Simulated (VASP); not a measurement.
# AgAs (Pmma) in VASP: further runs

AgAs is run at these levels: PBE; tasks: single point.

Everything below comes from runs of VASP 6.6.1. Logs are shortened: lines on timing, memory, paths and dates and some standing lists are left out, and cuts for length are marked.

## (1) The cell of the first run

The structure is orthorhombic, space group Pmma (No. 51). The conventional cell has a = 4.991 Å, b = 2.961 Å, c = 5.173 Å, α = 90.00°, β = 90.00°, γ = 90.00°. Ag (site symmetry mm2) has 4 Ag at 2.96 to 3.02 Å and 8 As at 2.98 to 3.03 Å within 3.9 Å. As (site symmetry mm2) has 4 As at 2.96 to 3.03 Å and 8 Ag at 2.98 to 3.03 Å within 3.9 Å.

## (2) Single point, PBE

INCAR

```
PREC = Accurate
ENCUT = 520
EDIFF = 1E-7
ISMEAR = 0
SIGMA = 0.1
LREAL = False
LASPH = True
NELM = 80
ALGO = Normal
ISIF = 2
LWAVE = False
LCHARG = True
GGA = PE
LELF = True
LVHAR = True
NBANDS = 24
```

KPOINTS

```
Automatic mesh
0
Gamma
  4 7 4
```

POSCAR

```
AgAs
1.0
    4.9913820000      0.0000000000      0.0000000000
    0.0000000000      2.9607890000      0.0000000000
    0.0000000000      0.0000000000      5.1726990000
Ag As
2 2
Direct
    0.7500000000      0.0000000000      0.1647710000
    0.2500000000      0.0000000000      0.8352290000
    0.2500000000      0.5000000000      0.3343550000
    0.7500000000      0.5000000000      0.6656450000
```

Potentials or basis: VASP PAW PBE potentials, release 64 (Ag, As).

Run with:

```console
$ cat potpaw_PBE.64/Ag/POTCAR potpaw_PBE.64/As/POTCAR > POTCAR
$ mpirun -np 1 vasp_std > vasp.out
```

OUTCAR:

```text
PREC = Accurate
   ENCUT = 520
   EDIFF = 1E-7
   ISMEAR = 0
   LREAL = False
   LASPH = True
   NELM = 80
   ISIF = 2
   GGA = PE

 ion  position               nearest neighbor table
   1  0.750  0.000  0.165-   4 2.98   4 2.98   4 2.98   4 2.98   2 3.02   2 3.02   3 3.03   3 3.03
                             3 3.03   3 3.03
   2  0.250  0.000  0.835-   3 2.98   3 2.98   3 2.98   3 2.98   1 3.02   1 3.02   4 3.03   4 3.03
                             4 3.03   4 3.03
   3  0.250  0.500  0.334-   2 2.98   2 2.98   2 2.98   2 2.98   1 3.03   1 3.03   1 3.03   1 3.03

   4  0.750  0.500  0.666-   1 2.98   1 2.98   1 2.98   1 2.98   2 3.03   2 3.03   2 3.03   2 3.03

  LATTYP: Found a simple orthorhombic cell.
 ALAT       =     2.9607890000
 B/A-ratio  =     1.6858283383
 C/A-ratio  =     1.7470677580

  Lattice vectors:

 A1 = (   0.0000000000,  -2.9607890000,   0.0000000000)
 A2 = (   4.9913820000,   0.0000000000,   0.0000000000)
 A3 = (   0.0000000000,   0.0000000000,   5.1726990000)

Analysis of symmetry for initial positions (statically):
=====================================================================
 Subroutine PRICEL returns:
 Original cell was already a primitive cell.

 Routine SETGRP: Setting up the symmetry group for a
 simple orthorhombic supercell.

 Subroutine GETGRP returns: Found  8 space group operations
 (whereof  4 operations were pure point group operations)
 out of a pool of  8 trial point group operations.

The static configuration has the point symmetry C_2h.
 The point group associated with its full space group is D_2h.

Analysis of symmetry for dynamics (positions and initial velocities):
=====================================================================
 Subroutine PRICEL returns:
 Original cell was already a primitive cell.

 Routine SETGRP: Setting up the symmetry group for a
 simple orthorhombic supercell.

 Subroutine GETGRP returns: Found  8 space group operations
 (whereof  4 operations were pure point group operations)
 out of a pool of  8 trial point group operations.

The dynamic configuration has the point symmetry C_2h.
 The point group associated with its full space group is D_2h.

 Subroutine INISYM returns: Found  8 space group operations
 (whereof  4 operations are pure point group operations),
 and found     1 'primitive' translations

----------------------------------------------------------------------------------------

                                     Primitive cell

  volume of cell :      76.4444

  direct lattice vectors                    reciprocal lattice vectors
     4.991382000  0.000000000  0.000000000     0.200345315  0.000000000  0.000000000
     0.000000000  2.960789000  0.000000000     0.000000000  0.337747810  0.000000000
     0.000000000  0.000000000  5.172699000     0.000000000  0.000000000  0.193322674

  length of vectors
     4.991382000  2.960789000  5.172699000     0.200345315  0.337747810  0.193322674

  position of ions in fractional coordinates (direct lattice)
     0.750000000  0.000000000  0.164771000
     0.250000000  0.000000000  0.835229000
     0.250000000  0.500000000  0.334355000
     0.750000000  0.500000000  0.665645000

  ion indices of the primitive-cell ions
   primitive index   ion index
                 1           1
                 2           2
                 3           3
                 4           4

----------------------------------------------------------------------------------------

 KPOINTS: Automatic mesh

Automatic generation of k-mesh.
 Grid dimensions read from file:
 generate k-points for:    4    7    4

 Generating k-lattice:

  Cartesian coordinates                     Fractional coordinates (reciprocal lattice)
     0.050086329  0.000000000  0.000000000     0.250000000  0.000000000  0.000000000
     0.000000000  0.048249687  0.000000000     0.000000000  0.142857143  0.000000000
     0.000000000  0.000000000  0.048330668     0.000000000  0.000000000  0.250000000

  Length of vectors
     0.050086329  0.048249687  0.048330668

  Shift w.r.t. Gamma in fractional coordinates (k-lattice)
     0.000000000  0.000000000  0.000000000

 Subroutine IBZKPT returns following result:
 ===========================================

 Found     36 irreducible k-points:

 Following reciprocal coordinates:
            Coordinates               Weight
  0.000000  0.000000  0.000000      1.000000
  0.250000  0.000000  0.000000      2.000000
  0.500000  0.000000  0.000000      1.000000
  0.000000  0.142857  0.000000      2.000000
  0.250000  0.142857  0.000000      4.000000
  0.500000  0.142857  0.000000      2.000000
[... 16 lines left out ...]
  0.250000  0.428571  0.250000      8.000000
  0.500000  0.428571  0.250000      4.000000
 [... further k-points ...]
   k-points           NKPTS =     36   k-points in BZ     NKDIM =     36   number of bands    NBANDS=     24
   number of dos      NEDOS =    301   number of ions     NIONS =      4
   total plane-waves  NPLWV =  38400
   dimension x,y,z NGX =    40 NGY =   24 NGZ =   40
   dimension x,y,z NGXF=    80 NGYF=   48 NGZF=   80
   ions per type =               2   2
   NGX,Y,Z   is equivalent  to a cutoff of  13.32, 13.48, 12.86 a.u.
   NGXF,Y,Z  is equivalent  to a cutoff of  26.65, 26.95, 25.71 a.u.
 SYSTEM =  unknown system
   PREC   = accura    normal or accurate (medium, high low for compatibility)
   ISTART =      0    job   : 0-new  1-cont  2-samecut
   ICHARG =      2    charge: 1-file 2-atom 10-const
   ISPIN  =      1    spin polarized calculation?
   LNONCOLLINEAR =      F non collinear calculations
   LSORBIT =      F    spin-orbit coupling
   LASPH  =      T    aspherical Exc in radial PAW
   ENCUT  =  520.0 eV  38.22 Ry    6.18 a.u.   9.28  5.51  9.62*2*pi/ulx,y,z
   NELM   =     80;   NELMIN=  2; NELMDL= -5     # of ELM steps
   EDIFF  = 0.1E-06   stopping-criterion for ELM
   LREAL  =      F    real-space projection
   EDIFFG = 0.1E-05   stopping-criterion for IOM
   NSW    =      0    number of steps for IOM
   IBRION =     -1    ionic relax: 0-MD 1-quasi-New 2-CG
   NFREE  =      0    steps in history (QN), initial steepest desc. (CG)
   ISIF   =      2    stress and relaxation
   ISYM   =      2    0-nonsym 1-usesym 2-fastsym
   POTIM  = 0.5000    time-step for ionic-motion
   TEBEG  =    0.0;   TEEND  =   0.0 temperature during run
   PSTRESS=    0.0 pullay stress
   NELECT =      32.0000    total number of electrons
   NUPDOWN=      -1.0000    fix difference up-down
   EMIN   =  10.00;   EMAX   =-10.00  energy-range for DOS
   EFERMI =   0.00;   METHOD = LEGACY
   ISMEAR =     0;   SIGMA  =   0.10  broadening in eV -4-tet -1-fermi 0-gaus
   EFERMI_NEDOS =   21; number of points for ismear=-14 and -15
   IALGO  =     38    algorithm
   IMIX   =      4    mixing-type and parameters
     AMIX     =   0.40;   BMIX     =  1.00
     AMIX_MAG =   1.60;   BMIX_MAG =  1.00
  volume/ion in A,a.u.               =      19.11       128.97
  Fermi-wavevector in a.u.,A,eV,Ry     =   1.224643  2.314241 20.405359  1.499752
  Thomas-Fermi vector in A             =   2.359711
   LORBIT       =      0    0 simple, 1 ext, 2 COOP (PROOUT), +10 PAW based schemes
   GGA     = PE    functional components
   LHFCALC =     F    Hartree Fock is set to
   AEXX    =    0.0000 exact exchange contribution
   IVDW    =     0    specifies the selected vdW correction
   LEPSILON=     F    determine dielectric tensor
   LRPA    =     F    only Hartree local field effects (RPA)
 non-spin polarized calculation
 Gauss-broadening in eV      SIGMA  =   0.10
  energy-cutoff  :      520.00
  volume of cell :       76.44
 maximum number of plane-waves:      2080
 NGX is ok and might be reduce to    40
   NGX = 19   NGY = 11   NGZ = 19

 number of electron      32.0000005 magnetization

 Free energy of the ion-electron system (eV)
  ---------------------------------------------------
  ext. energy  EPLUGINS =         0.00000000
  ---------------------------------------------------
  free energy    TOTEN  =       -13.91691228 eV

  energy without entropy =      -13.90878488  energy(sigma->0) =      -13.91284858

 E-fermi :   6.8523     XC(G=0): -11.1448

 val. band max:        6.8159250526   @ k =   0.0000   0.2857   0.2500
 cond. band min:       6.8816937873   @ k =   0.0000   0.2857   0.0000
 fundamental gap:      0.0657687347
 Fermi energy:         6.8522770031

 k-point     1 :       0.0000    0.0000    0.0000
  band No.  band energies     occupation
      1      -6.2530      2.00000
      2      -4.0390      2.00000
      3       1.2740      2.00000
      4       1.3739      2.00000
      5       1.4871      2.00000
      6       1.7030      2.00000
[... 16 lines left out ...]
     23      17.6227      0.00000
     24      18.0356      0.00000

 k-point     2 :       0.2500    0.0000    0.0000
  band No.  band energies     occupation
      1      -5.9700      2.00000
      2      -4.3938      2.00000
      3       1.1480      2.00000
      4       1.2973      2.00000
      5       1.6697      2.00000
      6       1.7296      2.00000
[... 16 lines left out ...]
     23      15.9029      0.00000
     24      17.2467      0.00000

 k-point     3 :       0.5000    0.0000    0.0000
  band No.  band energies     occupation
      1      -5.2248      2.00000
      2      -5.2248      2.00000
      3       1.1982      2.00000
      4       1.1982      2.00000
      5       1.6281      2.00000
      6       1.6281      2.00000
[... 16 lines left out ...]
     23      16.3028      0.00000
     24      16.3028      0.00000

 k-point     4 :       0.0000    0.1429    0.0000
  band No.  band energies     occupation
      1      -5.9481      2.00000
      2      -3.7451      2.00000
      3       1.4115      2.00000
      4       1.5151      2.00000
      5       1.5809      2.00000
      6       1.8233      2.00000
[... 16 lines left out ...]
     23      16.6963      0.00000
     24      18.0765      0.00000

 k-point     5 :       0.2500    0.1429    0.0000
  band No.  band energies     occupation
      1      -5.6700      2.00000
      2      -4.1077      2.00000
      3       1.3367      2.00000
      4       1.5709      2.00000
      5       1.6565      2.00000
      6       1.8188      2.00000
[... 16 lines left out ...]
     23      16.3103      0.00000
     24      16.3845      0.00000

 k-point     6 :       0.5000    0.1429    0.0000
  band No.  band energies     occupation
      1      -4.9362      2.00000
      2      -4.9362      2.00000
      3       1.4742      2.00000
      4       1.4742      2.00000
      5       1.7475      2.00000
      6       1.7475      2.00000
[... 16 lines left out ...]
     23      16.4883      0.00000
     24      16.4883      0.00000
[... 379 lines left out ...]
 k-point    21 :       0.5000    0.2857    0.2500
  band No.  band energies     occupation
      1      -4.0738      2.00000
      2      -4.0738      2.00000
      3       1.3144      2.00000
      4       1.3144      2.00000
      5       1.7739      2.00000
      6       1.7739      2.00000
[... 16 lines left out ...]
     23      14.5639      0.00000
     24      14.5639      0.00000

 k-point    22 :       0.0000    0.4286    0.2500
  band No.  band energies     occupation
      1      -3.9794      2.00000
      2      -2.0265      2.00000
      3       0.7141      2.00000
      4       1.0686      2.00000
      5       1.2676      2.00000
      6       1.6935      2.00000
[... 16 lines left out ...]
     23      13.1006      0.00000
     24      13.8191      0.00000

 k-point    23 :       0.2500    0.4286    0.2500
  band No.  band energies     occupation
      1      -3.7656      2.00000
      2      -2.4377      2.00000
      3       0.9495      2.00000
      4       1.2219      2.00000
      5       1.3294      2.00000
      6       1.7809      2.00000
[... 16 lines left out ...]
     23      12.7076      0.00000
     24      14.5915      0.00000

 k-point    24 :       0.5000    0.4286    0.2500
  band No.  band energies     occupation
      1      -3.1830      2.00000
      2      -3.1830      2.00000
      3       1.2590      2.00000
      4       1.2590      2.00000
      5       1.5842      2.00000
      6       1.5842      2.00000
[... 16 lines left out ...]
     23      13.5955      0.00000
     24      13.5955      0.00000

 [... further k-points ...]

------------------------ aborting loop because EDIFF is reached ----------------------------------------

  FORCE on cell =-STRESS in cart. coord.  units (eV):
  Direction    XX          YY          ZZ          XY          YZ          ZX
  --------------------------------------------------------------------------------------
  -------------------------------------------------------------------------------------
  Total       -0.0128322     -1.5045862      0.0786439      0.0000000      0.0000000      0.0000000
  in kB       -0.2689459    -31.5342262      1.6482777      0.0000000      0.0000000      0.0000000
  external PRESSURE =     -10.0516315 kB  Pullay stress =       0.0000000 kB

 VOLUME and BASIS-vectors are now :
 -----------------------------------------------------------------------------
  energy-cutoff  :      520.00
  volume of cell :       76.44
      direct lattice vectors                 reciprocal lattice vectors
     4.991382000  0.000000000  0.000000000     0.200345315  0.000000000  0.000000000
     0.000000000  2.960789000  0.000000000     0.000000000  0.337747810  0.000000000
     0.000000000  0.000000000  5.172699000     0.000000000  0.000000000  0.193322674

 POSITION                                       TOTAL-FORCE (eV/Angst)
 -----------------------------------------------------------------------------------
      3.74354      0.00000      0.85231         0.000000      0.000000     -0.130985
      1.24785      0.00000      4.32039         0.000000     -0.000000      0.130985
      1.24785      1.48039      1.72952        -0.000000      0.000000     -0.156581
      3.74354      1.48039      3.44318         0.000000      0.000000      0.156581
 -----------------------------------------------------------------------------------
    total drift:                               -0.000000      0.000000      0.000000

  FREE ENERGIE OF THE ION-ELECTRON SYSTEM (eV)
  ---------------------------------------------------
  free  energy   TOTEN  =       -13.9169122832 eV

  energy  without entropy=      -13.9087848757  energy(sigma->0) =      -13.91284858
```

Wall time 28 s (1 thread of AMD EPYC 9R45 (Zen 5), shared host); peak memory 0.19 GiB.

What came out:

- Free energy: -13.9169 eV
- Pressure: -1.0 GPa
- Largest force: 0.157 eV/Å
- Band gap on the k mesh: zero (bands 16 and 17 overlap by 2.26 eV)

Forces in eV/Å, atoms in the order of the input:
```
Ag   0.000  0.000 -0.131
Ag   0.000  0.000  0.131
As   0.000  0.000 -0.157
As   0.000  0.000  0.157
```

Stress tensor (GPa, compression positive):
```
-0.03  0.00  0.00
 0.00 -3.15  0.00
 0.00  0.00  0.16
```

## (3) Single point, PBE

INCAR

```
ALGO = Normal ; EDIFF = 1E-6
ENCUT = 520 ; GGA = PE
ISIF = 2 ; ISMEAR = 0
LASPH = T ; LCHARG = F
LREAL = F ; LWAVE = F
NBANDS = 24 ; NELM = 60
PREC = Accurate ; SIGMA = 0.1
```

KPOINTS

```
k-points
0
Gamma
  5 8 5
```

POSCAR is that of step 2.

Potentials or basis: VASP PAW PBE potentials, release 64 (Ag, As).

Run with:

```console
$ cat potpaw_PBE.64/Ag/POTCAR potpaw_PBE.64/As/POTCAR > POTCAR
$ mpirun -np 1 vasp_std > vasp.out
```

Run time: 29 s. Hardware: 1 thread of AMD EPYC 9R45 (Zen 5), shared host; peak memory 0.2 GiB.

The run converged. Its results:

```yaml
Free_energy: -13.8800 eV
Pressure: -1.0 GPa
Largest_force: 0.080 eV/Å
Band_gap_on_the_k_mesh: zero (bands 16 and 17 overlap by 2.28 eV)
```

Forces on the atoms (eV/Å):
```
Ag   0.000  0.000 -0.080
Ag   0.000  0.000  0.080
As   0.000  0.000 -0.019
As   0.000  0.000  0.019
```

Stress tensor (GPa, compression positive):
```
-0.60  0.00  0.00
 0.00 -1.40  0.00
 0.00  0.00 -0.91
```

Levels at points of the mesh, in eV from the Fermi level:
```tsv
k point	band 14	band 15	band 16	band 17	band 18	band 19
(0.00, 0.00, 0.00)	-3.57	-2.62	0.37	0.43	1.43	2.81
(0.00, 0.50, 0.00)	-1.52	-0.90	-0.02	1.20	2.29	2.46
```

## (4) Single point, PBE

Edit INCAR of step 3 so:

```diff
@@ -5,3 +5,3 @@
 LREAL = F ; LWAVE = F
-NBANDS = 24 ; NELM = 60
+NBANDS = 24 ; NELM = 100
 PREC = Accurate ; SIGMA = 0.1
```

KPOINTS

```
k-points
0
Gamma
  6 10 6
```

POSCAR is that of step 3.

Run with:

```console
$ cat potpaw_PBE.64/Ag/POTCAR potpaw_PBE.64/As/POTCAR > POTCAR
$ mpirun -np 1 vasp_std > vasp.out
```

It took 59 s on 1 thread of AMD EPYC 9R45 (Zen 5), shared host; peak memory 0.26 GiB.

It converged, with:

* Free energy: -13.9031 eV
* Pressure: -0.9 GPa
* Largest force: 0.115 eV/Å
* Band gap on the k mesh: zero (bands 16 and 17 overlap by 2.61 eV)

Forces on the atoms (eV/Å):
```
Ag   0.000  0.000 -0.077
Ag   0.000  0.000  0.077
As   0.000  0.000  0.115
As   0.000  0.000 -0.115
```

Stress tensor (GPa, compression positive):
```
-1.04  0.00  0.00
 0.00 -0.34  0.00
 0.00  0.00 -1.21
```

Levels at points of the mesh, in eV from the Fermi level:
```
           k point  band 13  band 14  band 15  band 16  band 17  band 18  band 19  band 20
(0.00, 0.00, 0.00)    -3.84    -3.55    -2.59     0.39     0.45     1.45     2.85     4.53
(0.50, 0.00, 0.00)    -3.73    -3.73    -1.98    -1.98     3.42     3.42     3.81     3.81
(0.00, 0.50, 0.00)    -2.84    -1.48    -0.87     0.01     1.22     2.31     2.49     2.60
(0.50, 0.50, 0.00)    -2.66    -2.66    -0.99    -0.99     1.21     1.21     3.11     3.11
(0.00, 0.00, 0.50)    -3.85    -2.11    -1.94    -1.34     3.48     3.69     3.71     4.40
(0.50, 0.00, 0.50)    -3.82    -3.82     1.15     1.15     3.73     3.73     4.13     4.13
(0.00, 0.50, 0.50)    -3.01    -2.62    -1.94    -1.02    -0.98     1.70     2.51     4.32
(0.50, 0.50, 0.50)    -3.46    -3.46    -2.84    -2.84     1.15     1.15     2.32     2.32
```

## (5) Summary

```csv
k mesh,gap on the mesh (eV),pressure (GPa),largest force (eV/Å)
4 × 7 × 4,none,-1.0,0.16
5 × 8 × 5,none,-1.0,0.08
6 × 10 × 6,none,-0.9,0.12
```

Alike in all rows: task single point; level PBE; potentials or basis VASP PAW PBE potentials, release 64 (Ag, As); no spin polarisation; cell as given; cutoff (eV) 520; smearing gaussian 0.1 eV.

Absolute energies hang on the potentials; compare differences alone.

The gap in the log of VASP goes by the Fermi energy; the results here count the filled bands.